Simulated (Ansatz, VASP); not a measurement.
## Mo: VASP beside Ansatz

```
Mo
1.0
    -1.53312    1.53312    1.53312
     1.53312   -1.53312    1.53312
     1.53312    1.53312   -1.53312
Mo
1
Direct
  0.00000 0.00000 0.00000
```

Change from the starting cell: volume scaled by 0.94, LAPW.

Alike in both runs: task single point; functional PBEsol; k mesh 17 × 17 × 17; occupations fermi-dirac, width 0.08 eV; no spin polarisation.

|  | VASP | Ansatz |
| --- | --- | --- |
| version | VASP 6.6.1 | Ansatz 0.2.0 |
| potentials or method | VASP PAW PBE potentials, release 64 (Mo_sv), cutoff 520 eV | all-electron LAPW, scalar-relativistic |

```csv
,VASP,Ansatz,Ansatz less VASP
pressure (GPa),20.4,19.7,-0.74
```

VASP's potentials were made for PBE, not for PBEsol. Ansatz ran all-electron here, and VASP with PAW potentials.
